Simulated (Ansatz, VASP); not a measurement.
# Two plane-wave programs on SnS2

```
CELL_PARAMETERS angstrom
3.69736 0.00000 0.00000
-1.84868 3.20201 0.00000
0.00000 0.00000 5.91548
ATOMIC_POSITIONS crystal
Sn 0.00000 0.00000 0.00000
S 0.33333 0.66667 0.24542
S 0.66667 0.33333 0.75458
```

Change from the starting cell: epitaxial_xy strain +1.0%.

Alike in both runs: task single point; functional HSE06; k mesh 6 × 6 × 4; no spin polarisation.

|  | VASP | Ansatz |
| --- | --- | --- |
| version | VASP 6.6.1 | Ansatz 0.2.0 |
| potentials or method | VASP PAW PBE potentials, release 64 (Sn_d, S) | plane waves, PAW |
| plane-wave cutoff (eV) | 400 | 420 |
| occupations | gaussian, width 0.01 eV | fixed |
| valence electrons in the cell | 26 | 26 |

Ansatz gave:

| Item | Value |
| --- | --- |
| gap on the k mesh at the Fermi level (eV) | 2.26 |
| pressure (GPa) | -1.1 |
| traceless stress, the component that is largest in VASP (GPa) | 1.06 |
| rms of the force components (eV/Å) | 0.126 |

Problem. What did VASP give for the same quantities?

Solution. gap on the k mesh at the Fermi level (eV): 2.27; pressure (GPa): -1.3; traceless stress, the component that is largest in VASP (GPa): 1.08; rms of the force components (eV/Å): 0.131.

Atom by atom the forces differ by 0.005 eV/Å (rms over components). Ansatz's warnings: stress exchange threshold loose, stress scf threshold loose.
